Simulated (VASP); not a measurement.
Runs of VASP 6.6.1 on TePb2. The structure is that of space group Fm-3m (No. 225), or close to it. The cells are those of the table. 

| task | cell | k mesh | cutoff (eV) | gap on the mesh (eV) | pressure (GPa) | relaxed volume (Å³/atom) |
| --- | --- | --- | --- | --- | --- | --- |
| single point | a = 5.433 Å, angles 60.0°, 3 atoms | 4 × 4 × 4 | 520 | none | 0.0 | - |
| relaxation of cell and atoms | relaxed from a = 5.433 Å, angles 60.0°, 3 atoms | 10 × 10 × 10 | 600 | none | 0.0 | (a) |
| single point | a = 5.437 Å, angles 60.0°, 3 atoms | 10 × 10 × 10 | 520 | none | -0.1 | - |
| relaxation of cell and atoms | relaxed from a = 5.078 Å, angles 60.0°, 3 atoms | 4 × 4 × 4 | 600 | none | 0.1 | 37.75 |
| single point | a = 5.078 Å, angles 60.0°, 3 atoms | 4 × 4 × 4 | 520 | none | 10.5 | - |

Alike in all rows: level PBE; potentials or basis VASP PAW PBE potentials, release 64 (Te, Pb_d); no spin polarisation; smearing gaussian 0.1 eV.

**Question.** Fill in the values left out.

**Answer.** (a) 37.88.

Caveats: some runs use coarse meshes; spin-orbit coupling is left out, which moves the levels of the heavy elements; the volume moved by over 15 % at a fixed basis, so the end points are rough (some runs).

A k mesh can miss the band edges, and the runs leave out spin-orbit coupling on Pb, Te.

A gap of «none» marks levels without a gap at the run's occupations.
